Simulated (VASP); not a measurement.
# HgTe in VASP: further runs, part 2 of 2

VASP 6.6.1. The steps go on from the part before.

## Step 4: Single point, PBE, collinear spin

This run uses another cell than the first one.

Input file INCAR:

```
PREC = Accurate
ENCUT = 520
EDIFF = 1E-7
ISMEAR = 0
SIGMA = 0.05
LREAL = F
LASPH = T
NELM = 150
ALGO = Normal
ISIF = 2
LWAVE = F
LCHARG = F
ISPIN = 2
MAGMOM = 0.5 0.5
LORBIT = 11
GGA = PE
NBANDS = 20
```

Input file KPOINTS:

```
regular mesh
0
Gamma
  1 1 14
```

Input file POSCAR:

```
HgTe
1.0
   10.2000000000      0.0000000000      0.0000000000
    0.0000000000      9.3000000000      0.0000000000
    0.0000000000      0.0000000000      4.6668209248
Hg Te
1 1
Direct
    0.4428085671      0.5000000000      0.0000000000
    0.5571914329      0.5000000000      0.5000000000
```

Potentials or basis: VASP PAW PBE potentials, release 64 (Hg, Te).

Run with:

```console
$ cat potpaw_PBE.64/Hg/POTCAR potpaw_PBE.64/Te/POTCAR > POTCAR
$ mpirun -np 1 vasp_std > vasp.out
```

OUTCAR:

```text
PREC = Accurate
   ENCUT = 520
   EDIFF = 1E-7
   ISMEAR = 0
   LREAL = F
   LASPH = T
   NELM = 150
   ISIF = 2
   ISPIN = 2
   LORBIT = 11
   GGA = PE

 ion  position               nearest neighbor table
   1  0.443  0.500  0.000-   2 2.61   2 2.61
   2  0.557  0.500  0.500-   1 2.61   1 2.61

  LATTYP: Found a simple orthorhombic cell.
 ALAT       =     4.6668209248
 B/A-ratio  =     1.9927912705
 C/A-ratio  =     2.1856420386

  Lattice vectors:

 A1 = (   0.0000000000,   0.0000000000,  -4.6668209248)
 A2 = (   0.0000000000,   9.3000000000,   0.0000000000)
 A3 = (  10.2000000000,   0.0000000000,   0.0000000000)

Analysis of symmetry for initial positions (statically):
=====================================================================
 Subroutine PRICEL returns:
 Original cell was already a primitive cell.

 Routine SETGRP: Setting up the symmetry group for a
 simple orthorhombic supercell.

 Subroutine GETGRP returns: Found  4 space group operations
 (whereof  4 operations were pure point group operations)
 out of a pool of  8 trial point group operations.

The static configuration has the point symmetry C_2v.

Analysis of symmetry for dynamics (positions and initial velocities):
=====================================================================
 Subroutine PRICEL returns:
 Original cell was already a primitive cell.

 Routine SETGRP: Setting up the symmetry group for a
 simple orthorhombic supercell.

 Subroutine GETGRP returns: Found  4 space group operations
 (whereof  4 operations were pure point group operations)
 out of a pool of  8 trial point group operations.

The dynamic configuration has the point symmetry C_2v.

Analysis of structural, dynamic, and magnetic symmetry:
=====================================================================
 Subroutine PRICEL returns:
 Original cell was already a primitive cell.

 Routine SETGRP: Setting up the symmetry group for a
 simple orthorhombic supercell.

 Subroutine GETGRP returns: Found  4 space group operations
 (whereof  4 operations were pure point group operations)
 out of a pool of  8 trial point group operations.

The overall configuration has the point symmetry C_2v.

 Subroutine INISYM returns: Found  4 space group operations
 (whereof  4 operations are pure point group operations),
 and found     1 'primitive' translations

----------------------------------------------------------------------------------------

                                     Primitive cell

  volume of cell :     442.6946

  direct lattice vectors                    reciprocal lattice vectors
    10.200000000  0.000000000  0.000000000     0.098039216  0.000000000  0.000000000
     0.000000000  9.300000000  0.000000000     0.000000000  0.107526882  0.000000000
     0.000000000  0.000000000  4.666820925     0.000000000  0.000000000  0.214278631

  length of vectors
    10.200000000  9.300000000  4.666820925     0.098039216  0.107526882  0.214278631

[... 52 lines left out ...]
   NGXF,Y,Z  is equivalent  to a cutoff of  26.08, 25.03, 25.65 a.u.
 SYSTEM =  unknown system
   PREC   = accura    normal or accurate (medium, high low for compatibility)
   ISTART =      0    job   : 0-new  1-cont  2-samecut
   ICHARG =      2    charge: 1-file 2-atom 10-const
   ISPIN  =      2    spin polarized calculation?
   LNONCOLLINEAR =      F non collinear calculations
   LSORBIT =      F    spin-orbit coupling
   LASPH  =      T    aspherical Exc in radial PAW
   ENCUT  =  520.0 eV  38.22 Ry    6.18 a.u.  18.97 17.29  8.68*2*pi/ulx,y,z
   NELM   =    150;   NELMIN=  2; NELMDL= -5     # of ELM steps
   EDIFF  = 0.1E-06   stopping-criterion for ELM
   LREAL  =      F    real-space projection
   EDIFFG = 0.1E-05   stopping-criterion for IOM
   NSW    =      0    number of steps for IOM
   IBRION =     -1    ionic relax: 0-MD 1-quasi-New 2-CG
   NFREE  =      0    steps in history (QN), initial steepest desc. (CG)
   ISIF   =      2    stress and relaxation
   ISYM   =      2    0-nonsym 1-usesym 2-fastsym
   POTIM  = 0.5000    time-step for ionic-motion
   TEBEG  =    0.0;   TEEND  =   0.0 temperature during run
   PSTRESS=    0.0 pullay stress
   NELECT =      18.0000    total number of electrons
   NUPDOWN=      -1.0000    fix difference up-down
   EMIN   =  10.00;   EMAX   =-10.00  energy-range for DOS
   EFERMI =   0.00;   METHOD = LEGACY
   ISMEAR =     0;   SIGMA  =   0.05  broadening in eV -4-tet -1-fermi 0-gaus
   EFERMI_NEDOS =   21; number of points for ismear=-14 and -15
   IALGO  =     38    algorithm
   IMIX   =      4    mixing-type and parameters
     AMIX     =   0.40;   BMIX     =  1.00
     AMIX_MAG =   1.60;   BMIX_MAG =  1.00
  volume/ion in A,a.u.               =     221.35      1493.73
  Fermi-wavevector in a.u.,A,eV,Ry     =   0.562943  1.063808  4.311748  0.316905
  Thomas-Fermi vector in A             =   1.599875
   LORBIT       =     11    0 simple, 1 ext, 2 COOP (PROOUT), +10 PAW based schemes
   GGA     = PE    functional components
   LHFCALC =     F    Hartree Fock is set to
   AEXX    =    0.0000 exact exchange contribution
   IVDW    =     0    specifies the selected vdW correction
   LEPSILON=     F    determine dielectric tensor
   LRPA    =     F    only Hartree local field effects (RPA)
 spin polarized calculation
 Gauss-broadening in eV      SIGMA  =   0.05
  energy-cutoff  :      520.00
  volume of cell :      442.69
 maximum number of plane-waves:     11945
 NGX is ok and might be reduce to    80
   NGX = 37   NGY = 35   NGZ = 17

 number of electron      18.0000002 magnetization      -0.0000009

 number of electron      18.0000002 magnetization       0.0000019

 Free energy of the ion-electron system (eV)
  ---------------------------------------------------
  ext. energy  EPLUGINS =         0.00000000
  ---------------------------------------------------
  free energy    TOTEN  =        -2.66173798 eV

  energy without entropy =       -2.66173798  energy(sigma->0) =       -2.66173798

 E-fermi :  -3.7151     XC(G=0):  -2.3434

 val. band max:       -3.9890773897   @ k =   0.0000   0.0000   0.5000
 cond. band min:      -2.6294706493   @ k =   0.0000   0.0000   0.5000
 fundamental gap:      1.3596067404
 Fermi energy:        -3.7150926952

 spin component 1

 k-point     1 :       0.0000    0.0000    0.0000
  band No.  band energies     occupation
      1     -14.7673      1.00000
      2     -11.1515      1.00000
      3     -10.6140      1.00000
      4     -10.4725      1.00000
      5     -10.3857      1.00000
      6     -10.1891      1.00000
[... 160 lines left out ...]
      6     -10.2039      1.00000
[... 12 lines left out ...]
     19       3.6999      0.00000
     20       3.8265      0.00000
 Fermi energy:        -3.7150926952

 spin component 2

 k-point     1 :       0.0000    0.0000    0.0000
  band No.  band energies     occupation
      1     -14.7673      1.00000
      2     -11.1515      1.00000
      3     -10.6140      1.00000
      4     -10.4725      1.00000
      5     -10.3857      1.00000
      6     -10.1891      1.00000
[... 173 lines left out ...]
     19       3.6999      0.00000
     20       3.8735      0.00000

------------------------ aborting loop because EDIFF is reached ----------------------------------------

  FORCE on cell =-STRESS in cart. coord.  units (eV):
  Direction    XX          YY          ZZ          XY          YZ          ZX
  --------------------------------------------------------------------------------------
  -------------------------------------------------------------------------------------
  Total        0.1720505      0.0276594      3.2139831      0.0000000      0.0000000      0.0000000
  in kB        0.6226761      0.1001034     11.6318799      0.0000000      0.0000000      0.0000000
  external PRESSURE =       4.1182198 kB  Pullay stress =       0.0000000 kB

 VOLUME and BASIS-vectors are now :
 -----------------------------------------------------------------------------
  energy-cutoff  :      520.00
  volume of cell :      442.69
      direct lattice vectors                 reciprocal lattice vectors
    10.200000000  0.000000000  0.000000000     0.098039216  0.000000000  0.000000000
     0.000000000  9.300000000  0.000000000     0.000000000  0.107526882  0.000000000
     0.000000000  0.000000000  4.666820925     0.000000000  0.000000000  0.214278631

 POSITION                                       TOTAL-FORCE (eV/Angst)
 -----------------------------------------------------------------------------------
      4.51665      4.65000      0.00000        -0.158094      0.000000      0.000000
      5.68335      4.65000      2.33341         0.158094      0.000000      0.000000
 -----------------------------------------------------------------------------------
    total drift:                                0.000490      0.000000     -0.000000

  FREE ENERGIE OF THE ION-ELECTRON SYSTEM (eV)
  ---------------------------------------------------
  free  energy   TOTEN  =        -2.6617379800 eV

  energy  without entropy=       -2.6617379800  energy(sigma->0) =       -2.66173798

 total charge

# of ion       s       p       d       tot
------------------------------------------
    1        0.858   0.304   9.350  10.512
    2        1.379   1.973   0.026   3.378
--------------------------------------------------
tot          2.237   2.277   9.377  13.891

 magnetization (x)

# of ion       s       p       d       tot
------------------------------------------
    1       -0.000  -0.000   0.000  -0.000
    2        0.000   0.000  -0.000   0.000
--------------------------------------------------
tot         -0.000   0.000   0.000   0.000
```

OSZICAR:

```text
N       E                     dE             d eps       ncg     rms          rms(c)
DAV:   1     0.125216245683E+03    0.12522E+03   -0.45546E+03   640   0.567E+02
DAV:   2     0.828055221542E+01   -0.11694E+03   -0.10551E+03   860   0.125E+02
[... 18 lines left out ...]
DAV:  21    -0.266173649499E+01   -0.20316E-05   -0.19331E-07   700   0.121E-03    0.417E-04
DAV:  22    -0.266173692494E+01   -0.42995E-06   -0.85541E-08   656   0.780E-04    0.175E-04
DAV:  23    -0.266173736793E+01   -0.44299E-06   -0.16349E-08   556   0.361E-04    0.118E-04
DAV:  24    -0.266173780310E+01   -0.43517E-06   -0.19684E-08   532   0.339E-04    0.626E-05
DAV:  25    -0.266173792443E+01   -0.12134E-06   -0.48847E-09   572   0.171E-04    0.487E-05
DAV:  26    -0.266173798000E+01   -0.55566E-07   -0.19424E-09   544   0.119E-04
   1 F= -.26617380E+01 E0= -.26617380E+01  d E =-.183519E-15  mag=     0.0000
```

stdout:

```text
POSCAR found type information on POSCAR HgTe
 POSCAR found :  2 types and       2 ions
 scaLAPACK will be used
 LDA part: xc-table for (Slater+PW92), standard interpolation
 POSCAR, INCAR and KPOINTS ok, starting setup
 FFT: planning ... GRIDC
 FFT: planning ... GRID_SOFT
 FFT: planning ... GRID
 WAVECAR not read
 entering main loop
```

It took 2.2 min on 1 thread of Intel Xeon 6975P-C (Granite Rapids), shared host; peak memory 0.68 GiB.

Results:

```yaml
Free_energy: -2.6617 eV
Largest_force: 0.158 eV/Å
Band_gap_on_the_k_mesh: 1.36 eV
Net_moment: 0.00 μB per cell
Valence_electrons_inside_the_program's_atomic_spheres: Hg 10.51; Te 3.38
```

Forces on the atoms (eV/Å):
```
Hg  -0.158  0.000  0.000
Te   0.158  0.000  0.000
```

Caveat: spin-orbit coupling is left out, which moves the levels of the heavy elements.

## Step 5: Summary

| cell | k mesh | gap on the mesh (eV) | moment (μB) | largest force (eV/Å) |
| --- | --- | --- | --- | --- |
| a = 9.000, b = 9.300, c = 5.185 Å, 2 atoms, atomic positions A | 1 × 1 × 13 | none | 0.46 | 3.46 |
| a = 11.300, b = 9.300, c = 2.748 Å, 2 atoms, atomic positions B | 1 × 1 × 23 | none | 0.00 | 3.18 |
| a = 10.200, b = 9.300, c = 4.667 Å, 2 atoms, atomic positions C | 1 × 1 × 14 | 1.36 | 0.00 | 0.16 |

Alike in all rows: task single point; level PBE; potentials or basis VASP PAW PBE potentials, release 64 (Hg, Te); spin collinear; cutoff (eV) 520; smearing gaussian 0.05 eV.

Caveats: spin-orbit coupling is left out, which moves the levels of the heavy elements.

Total energies depend on the potentials used, so only differences within one code and one set of settings carry meaning.
